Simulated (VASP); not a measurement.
# In3Cu (Pm-3m) in VASP: a series of runs

The runs below take In3Cu through single point, with PBE.

Everything below comes from runs of VASP 6.6.1. Logs are shortened: lines on timing, memory, paths and dates and some standing lists are left out, and cuts for length are marked.

### 1 The cell of the first run

Symmetry: Pm-3m, No. 221, cubic system. The conventional cell has a = 4.359 Å, b = 4.359 Å, c = 4.359 Å, α = 90.00°, β = 90.00°, γ = 90.00°. In (site symmetry 4/mmm) has 8 In at 3.08 Å and 4 Cu at 3.08 Å within 4.1 Å. Within 4.1 Å of Cu (site symmetry m-3m) lie 12 In at 3.08 Å.

### 2 Single point, PBE (strained)

Contents of INCAR:

```
SYSTEM = In3Cu
  PREC = Accurate
  ENCUT = 520
  EDIFF = 1E-7
  ISMEAR = 0
  SIGMA = 0.1
  LREAL = .FALSE.
  LASPH = .TRUE.
  NELM = 80
  ALGO = Fast
  ISIF = 2
  LWAVE = .FALSE.
  LCHARG = .TRUE.
  GGA = PE
  LELF = .TRUE.
  LVHAR = .TRUE.
  NBANDS = 33
```

Contents of KPOINTS:

```
Automatic mesh
0
G
  10 10 10
  0 0 0
```

Contents of POSCAR:

```
In3Cu
1.0
    4.3591322861      0.0000000000      0.0000000000
    0.0000000000      4.3591322861      0.0000000000
    0.0000000000      0.0000000000      4.3591322861
In Cu
3 1
Direct
    0.0000000000      0.5000000000      0.5000000000
    0.5000000000      0.0000000000      0.5000000000
    0.5000000000      0.5000000000      0.0000000000
    0.0000000000      0.0000000000      0.0000000000
```

Potentials or basis: VASP PAW PBE potentials, release 64 (In_d, Cu).

Launch:

```
> cat potpaw_PBE.64/In_d/POTCAR potpaw_PBE.64/Cu/POTCAR > POTCAR
> mpirun -np 1 vasp_std > vasp.out
```

OUTCAR:

```text
SYSTEM = In3Cu
   PREC = Accurate
   ENCUT = 520
   EDIFF = 1E-7
   ISMEAR = 0
   LREAL = .FALSE.
   LASPH = .TRUE.
   NELM = 80
   ISIF = 2
   GGA = PE

 ion  position               nearest neighbor table
   1  0.000  0.500  0.500-   2 3.08   3 3.08   4 3.08   3 3.08   4 3.08   2 3.08   4 3.08   4 3.08
                             2 3.08   3 3.08   3 3.08   2 3.08
   2  0.500  0.000  0.500-   1 3.08   3 3.08   4 3.08   3 3.08   4 3.08   1 3.08   3 3.08   3 3.08
                             1 3.08   4 3.08   4 3.08   1 3.08
   3  0.500  0.500  0.000-   1 3.08   2 3.08   4 3.08   1 3.08   2 3.08   2 3.08   4 3.08   2 3.08
                             1 3.08   4 3.08   1 3.08   4 3.08
   4  0.000  0.000  0.000-   1 3.08   2 3.08   3 3.08   1 3.08   2 3.08   1 3.08   3 3.08   1 3.08
                             2 3.08   3 3.08   2 3.08   3 3.08

  LATTYP: Found a simple cubic cell.
 ALAT       =     4.3591322861

  Lattice vectors:

 A1 = (   4.3591322861,   0.0000000000,   0.0000000000)
 A2 = (   0.0000000000,   4.3591322861,   0.0000000000)
 A3 = (   0.0000000000,   0.0000000000,   4.3591322861)

Analysis of symmetry for initial positions (statically):
=====================================================================
 Subroutine PRICEL returns:
 Original cell was already a primitive cell.

 Routine SETGRP: Setting up the symmetry group for a
 simple cubic supercell.

 Subroutine GETGRP returns: Found 48 space group operations
 (whereof 48 operations were pure point group operations)
 out of a pool of 48 trial point group operations.

The static configuration has the point symmetry O_h .

Analysis of symmetry for dynamics (positions and initial velocities):
=====================================================================
 Subroutine PRICEL returns:
 Original cell was already a primitive cell.

 Routine SETGRP: Setting up the symmetry group for a
 simple cubic supercell.

 Subroutine GETGRP returns: Found 48 space group operations
 (whereof 48 operations were pure point group operations)
 out of a pool of 48 trial point group operations.

The dynamic configuration has the point symmetry O_h .

 Subroutine INISYM returns: Found 48 space group operations
 (whereof 48 operations are pure point group operations),
 and found     1 'primitive' translations

----------------------------------------------------------------------------------------

                                     Primitive cell

  volume of cell :      82.8324

  direct lattice vectors                    reciprocal lattice vectors
     4.359132286  0.000000000  0.000000000     0.229403453  0.000000000  0.000000000
     0.000000000  4.359132286  0.000000000     0.000000000  0.229403453  0.000000000
     0.000000000  0.000000000  4.359132286     0.000000000  0.000000000  0.229403453

  length of vectors
     4.359132286  4.359132286  4.359132286     0.229403453  0.229403453  0.229403453

  position of ions in fractional coordinates (direct lattice)
     0.000000000  0.500000000  0.500000000
     0.500000000  0.000000000  0.500000000
     0.500000000  0.500000000  0.000000000
     0.000000000  0.000000000  0.000000000

  ion indices of the primitive-cell ions
   primitive index   ion index
                 1           1
                 2           2
                 3           3
                 4           4

----------------------------------------------------------------------------------------

 KPOINTS: Automatic mesh

Automatic generation of k-mesh.
 Grid dimensions read from file:
 generate k-points for:   10   10   10

 Generating k-lattice:

  Cartesian coordinates                     Fractional coordinates (reciprocal lattice)
     0.022940345  0.000000000  0.000000000     0.100000000  0.000000000  0.000000000
     0.000000000  0.022940345  0.000000000     0.000000000  0.100000000  0.000000000
     0.000000000  0.000000000  0.022940345     0.000000000  0.000000000  0.100000000

  Length of vectors
     0.022940345  0.022940345  0.022940345

  Shift w.r.t. Gamma in fractional coordinates (k-lattice)
     0.000000000  0.000000000  0.000000000

 Subroutine IBZKPT returns following result:
 ===========================================

 Found     56 irreducible k-points:

 Following reciprocal coordinates:
            Coordinates               Weight
  0.000000  0.000000  0.000000      1.000000
  0.100000  0.000000  0.000000      6.000000
  0.200000  0.000000  0.000000      6.000000
  0.300000  0.000000  0.000000      6.000000
  0.400000  0.000000  0.000000      6.000000
  0.500000  0.000000  0.000000      3.000000
[... 16 lines left out ...]
  0.200000  0.100000  0.100000     24.000000
  0.300000  0.100000  0.100000     24.000000
 [... further k-points ...]
   k-points           NKPTS =     56   k-points in BZ     NKDIM =     56   number of bands    NBANDS=     33
   number of dos      NEDOS =    301   number of ions     NIONS =      4
   total plane-waves  NPLWV =  32768
[... 48 lines left out ...]
 Gauss-broadening in eV      SIGMA  =   0.10
  energy-cutoff  :      520.00
  volume of cell :       82.83
 maximum number of plane-waves:      2272
   NGX = 17   NGY = 17   NGZ = 17

 number of electron      49.9999934 magnetization

 Free energy of the ion-electron system (eV)
  ---------------------------------------------------
  ext. energy  EPLUGINS =         0.00000000
  ---------------------------------------------------
  free energy    TOTEN  =       -10.60360189 eV

  energy without entropy =      -10.59488945  energy(sigma->0) =      -10.59924567

 E-fermi :   8.6081     XC(G=0): -11.0440

 val. band max:        8.5814957179   @ k =   0.4000   0.4000   0.1000
 cond. band min:       8.6510652365   @ k =   0.3000   0.3000   0.0000
 fundamental gap:      0.0695695186
 Fermi energy:         8.6081092098

 k-point     1 :       0.0000    0.0000    0.0000
  band No.  band energies     occupation
      1      -6.5825      2.00000
      2      -6.5528      2.00000
      3      -6.5528      2.00000
      4      -6.5528      2.00000
      5      -6.2879      2.00000
      6      -6.2879      2.00000
[... 25 lines left out ...]
     32      14.4654      0.00000
     33      14.4654      0.00000

 k-point     2 :       0.1000    0.0000    0.0000
  band No.  band energies     occupation
      1      -6.5664      2.00000
      2      -6.5490      2.00000
      3      -6.5346      2.00000
      4      -6.5346      2.00000
      5      -6.2844      2.00000
      6      -6.2742      2.00000
[... 25 lines left out ...]
     32      14.4042      0.00000
     33      14.4042      0.00000

 k-point     3 :       0.2000    0.0000    0.0000
  band No.  band energies     occupation
      1      -6.5388      2.00000
      2      -6.5209      2.00000
      3      -6.4813      2.00000
      4      -6.4813      2.00000
      5      -6.2749      2.00000
      6      -6.2356      2.00000
[... 25 lines left out ...]
     32      14.6781      0.00000
     33      14.6781      0.00000

 k-point     4 :       0.3000    0.0000    0.0000
  band No.  band energies     occupation
      1      -6.5256      2.00000
      2      -6.4557      2.00000
      3      -6.3968      2.00000
      4      -6.3968      2.00000
      5      -6.2613      2.00000
      6      -6.1790      2.00000
[... 25 lines left out ...]
     32      15.2048      0.00000
     33      15.2048      0.00000

 k-point     5 :       0.4000    0.0000    0.0000
  band No.  band energies     occupation
      1      -6.5144      2.00000
      2      -6.3909      2.00000
      3      -6.2892      2.00000
      4      -6.2892      2.00000
      5      -6.2439      2.00000
      6      -6.1190      2.00000
[... 604 lines left out ...]
 k-point    22 :       0.1000    0.1000    0.1000
  band No.  band energies     occupation
      1      -6.5475      2.00000
      2      -6.5145      2.00000
      3      -6.5087      2.00000
      4      -6.5087      2.00000
      5      -6.2615      2.00000
      6      -6.2615      2.00000
[... 25 lines left out ...]
     32      14.6823      0.00000
     33      14.6823      0.00000

 k-point    23 :       0.2000    0.1000    0.1000
  band No.  band energies     occupation
      1      -6.5242      2.00000
      2      -6.4905      2.00000
      3      -6.4626      2.00000
      4      -6.4538      2.00000
      5      -6.2518      2.00000
      6      -6.2210      2.00000
[... 25 lines left out ...]
     32      14.3720      0.00000
     33      14.9135      0.00000

 k-point    24 :       0.3000    0.1000    0.1000
  band No.  band energies     occupation
      1      -6.5015      2.00000
      2      -6.4417      2.00000
      3      -6.3888      2.00000
      4      -6.3729      2.00000
      5      -6.2390      2.00000
      6      -6.1629      2.00000
[... 25 lines left out ...]
     32      13.9306      0.00000
     33      15.4141      0.00000

 [... further k-points ...]

------------------------ aborting loop because EDIFF is reached ----------------------------------------

  FORCE on cell =-STRESS in cart. coord.  units (eV):
  Direction    XX          YY          ZZ          XY          YZ          ZX
  --------------------------------------------------------------------------------------
  -------------------------------------------------------------------------------------
  Total        2.7940965      2.7940965      2.7940965     -0.0000000      0.0000000     -0.0000000
  in kB       54.0445425     54.0445425     54.0445425     -0.0000000      0.0000000     -0.0000000
  external PRESSURE =      54.0445425 kB  Pullay stress =       0.0000000 kB

 VOLUME and BASIS-vectors are now :
 -----------------------------------------------------------------------------
  energy-cutoff  :      520.00
  volume of cell :       82.83
      direct lattice vectors                 reciprocal lattice vectors
     4.359132286  0.000000000  0.000000000     0.229403453  0.000000000  0.000000000
     0.000000000  4.359132286  0.000000000     0.000000000  0.229403453  0.000000000
     0.000000000  0.000000000  4.359132286     0.000000000  0.000000000  0.229403453

 POSITION                                       TOTAL-FORCE (eV/Angst)
 -----------------------------------------------------------------------------------
      0.00000      2.17957      2.17957         0.000000      0.000000      0.000000
      2.17957      0.00000      2.17957         0.000000      0.000000      0.000000
      2.17957      2.17957      0.00000         0.000000      0.000000      0.000000
      0.00000      0.00000      0.00000         0.000000      0.000000      0.000000
 -----------------------------------------------------------------------------------
    total drift:                                0.000000     -0.000000     -0.000000

  FREE ENERGIE OF THE ION-ELECTRON SYSTEM (eV)
  ---------------------------------------------------
  free  energy   TOTEN  =       -10.6036018866 eV

  energy  without entropy=      -10.5948894534  energy(sigma->0) =      -10.59924567
```

It took 2.3 min on 1 thread of Intel Xeon Platinum 8488C (Sapphire Rapids), shared host; peak memory 0.27 GiB.

What came out:

```yaml
Free_energy: -10.6036 eV
Pressure: 5.4 GPa
Band_gap_on_the_k_mesh: zero (bands 25 and 26 overlap by 4.36 eV)
```

Caveat: the cell differs from its parent crystal (strained); the cell stands under pressure; spin-orbit coupling is left out, which moves the levels of the heavy elements.

### 3 Single point, PBE (strained)

Contents of INCAR:

```
PREC = Accurate
ENCUT = 520
EDIFF = 1E-6
ISMEAR = 0
SIGMA = 0.1
LREAL = False
LASPH = True
NELM = 60
ALGO = Fast
ISIF = 2
LWAVE = False
LCHARG = True
GGA = PE
LELF = True
LVHAR = True
NBANDS = 33
```

Contents of KPOINTS:

```
regular mesh
0
Gamma
  10 10 10
```

Contents of POSCAR:

```
In3Cu
1.0
    4.5951051410      0.0000000000      0.0000000000
    0.0000000000      4.5951051410      0.0000000000
    0.0000000000      0.0000000000      4.5951051410
In Cu
3 1
Direct
    0.0000000000      0.5000000000      0.5000000000
    0.5000000000      0.0000000000      0.5000000000
    0.5000000000      0.5000000000      0.0000000000
    0.0000000000      0.0000000000      0.0000000000
```

Potentials or basis: VASP PAW PBE potentials, release 64 (In_d, Cu).

Launch:

```
> cat potpaw_PBE.64/In_d/POTCAR potpaw_PBE.64/Cu/POTCAR > POTCAR
> mpirun -np 1 vasp_std > vasp.out
```

It took 2.6 min on 1 thread of Intel Xeon Platinum 8488C (Sapphire Rapids), shared host; peak memory 0.3 GiB.

The run converged. Its results:

```
Free energy            : -10.6862 eV
Pressure               : -2.4 GPa
Band gap on the k mesh : zero (bands 25 and 26 overlap by 3.83 eV)
```

Levels at points of the mesh, in eV from the Fermi level:
| k point | band 23 | band 24 | band 25 | band 26 | band 27 | band 28 |
| --- | --- | --- | --- | --- | --- | --- |
| (0.00, 0.00, 0.00) | -1.59 | -1.59 | -0.91 | -0.91 | 0.49 | 4.84 |
| (0.50, 0.00, 0.00) | -0.97 | 0.50 | 0.50 | 0.79 | 1.16 | 1.16 |
| (0.50, 0.50, 0.00) | -2.14 | -2.04 | 2.03 | 2.22 | 2.79 | 2.79 |
| (0.50, 0.50, 0.50) | -2.19 | -2.19 | -1.79 | -1.79 | -1.79 | -1.12 |

Caveat: the cell differs from its parent crystal (strained); spin-orbit coupling is left out, which moves the levels of the heavy elements.

### 4 Single point, PBE (strained)

Contents of INCAR:

```
PREC = Accurate
ENCUT = 520
EDIFF = 1E-6
ISMEAR = 0
SIGMA = 0.1
LREAL = F
LASPH = T
NELM = 80
ALGO = Fast
ISIF = 2
LWAVE = F
LCHARG = F
GGA = PE
NBANDS = 33
```

Contents of KPOINTS:

```
Automatic mesh
0
Gamma
  10 10 10
```

Contents of POSCAR:

```
In3Cu
1.0
    4.6585362941      0.0000000000      0.0000000000
    0.0000000000      4.6585362941      0.0000000000
    0.0000000000      0.0000000000      4.6585362941
In Cu
3 1
Direct
    0.0000000000      0.5000000000      0.5000000000
    0.5000000000      0.0000000000      0.5000000000
    0.5000000000      0.5000000000      0.0000000000
    0.0000000000      0.0000000000      0.0000000000
```

Launch:

```
> cat potpaw_PBE.64/In_d/POTCAR potpaw_PBE.64/Cu/POTCAR > POTCAR
> mpirun -np 1 vasp_std > vasp.out
```

It took 2.5 min on 1 thread of Intel Xeon Platinum 8488C (Sapphire Rapids), shared host; peak memory 0.31 GiB.

Results (log left out):

* Free energy: -10.6081 eV
* Pressure: -3.6 GPa
* Band gap on the k mesh: zero (bands 25 and 26 overlap by 3.66 eV)

Levels at points of the mesh, in eV from the Fermi level:
| k point | band 23 | band 24 | band 25 | band 26 | band 27 | band 28 |
| --- | --- | --- | --- | --- | --- | --- |
| (0.00, 0.00, 0.00) | -1.48 | -1.48 | -1.01 | -1.01 | 0.44 | 4.71 |
| (0.50, 0.00, 0.00) | -1.13 | 0.51 | 0.51 | 0.67 | 1.18 | 1.18 |
| (0.50, 0.50, 0.00) | -2.05 | -1.96 | 1.90 | 2.16 | 2.67 | 2.67 |
| (0.50, 0.50, 0.50) | -2.10 | -2.10 | -1.76 | -1.76 | -1.76 | -1.09 |

Caveat: the cell differs from its parent crystal (strained); the cell stands under tension; spin-orbit coupling is left out, which moves the levels of the heavy elements.

### 5 Single point, PBE (strained)

Contents of INCAR:

```
PREC     = Accurate       # precision mode
ENCUT    = 520            # plane-wave cutoff, eV
EDIFF    = 1E-6           # SCF threshold, eV
ISMEAR   = 0              # smearing method
SIGMA    = 0.1            # smearing width, eV
LREAL    = False          # projectors in reciprocal space
LASPH    = True           # aspherical terms in the spheres
NELM     = 100            # most SCF steps
ALGO     = Fast           # electronic algorithm
ISIF     = 2              # what is computed and relaxed
LWAVE    = False          # write WAVECAR
LCHARG   = True           # write CHGCAR
GGA      = PE             # functional
LELF     = True           # ELF
LVHAR    = True         
NBANDS   = 33             # bands
```

Contents of KPOINTS:

```
regular mesh
0
Gamma
  10 10 10
```

Contents of POSCAR:

```
In3Cu
1.0
    4.7022432723      0.0000000000      0.0000000000
    0.0000000000      4.7022432723      0.0000000000
    0.0000000000      0.0000000000      4.7022432723
In Cu
3 1
Direct
    0.0000000000      0.5000000000      0.5000000000
    0.5000000000      0.0000000000      0.5000000000
    0.5000000000      0.5000000000      0.0000000000
    0.0000000000      0.0000000000      0.0000000000
```

Launch:

```
> cat potpaw_PBE.64/In_d/POTCAR potpaw_PBE.64/Cu/POTCAR > POTCAR
> mpirun -np 1 vasp_std > vasp.out
```

Run time: 2.6 min. Hardware: 1 thread of Intel Xeon Platinum 8488C (Sapphire Rapids), shared host; peak memory 0.31 GiB.

It converged, with:

```yaml
Free_energy: -10.5371 eV
Pressure: -4.3 GPa
Band_gap_on_the_k_mesh: zero (bands 25 and 26 overlap by 3.55 eV)
```

Levels at points of the mesh, in eV from the Fermi level:
```csv
k point,band 22,band 23,band 24,band 25,band 26,band 27,band 28,band 29
"(0.00, 0.00, 0.00)",-1.41,-1.41,-1.41,-1.07,-1.07,0.41,4.62,4.62
"(0.50, 0.00, 0.00)",-2.07,-1.24,0.51,0.51,0.59,1.19,1.19,2.26
"(0.50, 0.50, 0.00)",-2.06,-2.00,-1.91,1.82,2.13,2.59,2.59,2.68
"(0.50, 0.50, 0.50)",-2.31,-2.04,-2.04,-1.73,-1.73,-1.73,-1.07,8.62
```

Caveat: the cell differs from its parent crystal (strained); the cell stands under tension; spin-orbit coupling is left out, which moves the levels of the heavy elements.

### 6 Summary

| cell | further INCAR settings | gap on the mesh (eV) | pressure (GPa) |
| --- | --- | --- | --- |
| a = 4.359 Å, 4 atoms | ALGO = Fast; EDIFF = 1e-07; NBANDS = 33 | none | 5.4 |
| a = 4.595 Å, 4 atoms | ALGO = Fast; EDIFF = 1e-06; NBANDS = 33 | none | -2.4 |
| a = 4.659 Å, 4 atoms | ALGO = Fast; EDIFF = 1e-06; NBANDS = 33 | none | -3.6 |
| a = 4.702 Å, 4 atoms | ALGO = Fast; EDIFF = 1e-06; NBANDS = 33 | none | -4.3 |

Alike in all rows: task single point; level PBE; potentials or basis VASP PAW PBE potentials, release 64 (In_d, Cu); no spin polarisation; k mesh 10 × 10 × 10; cutoff (eV) 520; smearing gaussian 0.1 eV.

Caveats: spin-orbit coupling is left out, which moves the levels of the heavy elements; the cell stands under tension (at least some runs); the cell stands under pressure (at least some runs).

Total energies depend on the potentials used, so only differences within one code and one set of settings carry meaning.
